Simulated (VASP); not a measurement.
Set up this calculation in VASP 6.6.1, as the native input.

| Property | Result |
| --- | --- |
| Task | single point |
| Functional | PBE |
| Potentials or basis | VASP PAW PBE potentials, release 64 (Sb) |
| Cutoff | 520 eV |
| k mesh | 12 × 12 × 12 |
| Occupations | fermi-dirac, width 0.05 eV |
| Spin | no spin polarisation |
| Dipole correction | no |
| Further INCAR settings | ALGO = Normal; EDIFF = 1e-06; NBANDS = 8 |

The structure of Sb lies in POSCAR:

```
Sb
1.0
    0.0000000000      2.3050000000      2.3050000000
    2.3050000000      0.0000000000      2.3050000000
    2.3050000000      2.3050000000      0.0000000000
Sb
1
Direct
    0.0000000000      0.0000000000      0.0000000000
```

These files were run (other wordings do the same):

INCAR

```
SYSTEM = Sb
PREC = Accurate
ENCUT = 520
EDIFF = 1E-6
ISMEAR = -1
SIGMA = 0.05
LREAL = .False.
LASPH = .True.
NELM = 60
ALGO = Normal
ISIF = 2
LWAVE = .False.
LCHARG = .True.
GGA = PE
LELF = .True.
LVHAR = .True.
NBANDS = 8
```

KPOINTS

```
regular mesh
0
Gamma
  12 12 12
  0 0 0
```

Potentials or basis: VASP PAW PBE potentials, release 64 (Sb).

Run with:

```console
$ cat potpaw_PBE.64/Sb/POTCAR > POTCAR
$ mpirun -np 1 vasp_std > vasp.out
```

It gave:

The pressure is 8.6 GPa.

It took 11 s on 1 thread of AMD EPYC 7R43 64-Core Processor (Zen 3), with other jobs on the host, peak memory 0.11 GiB.
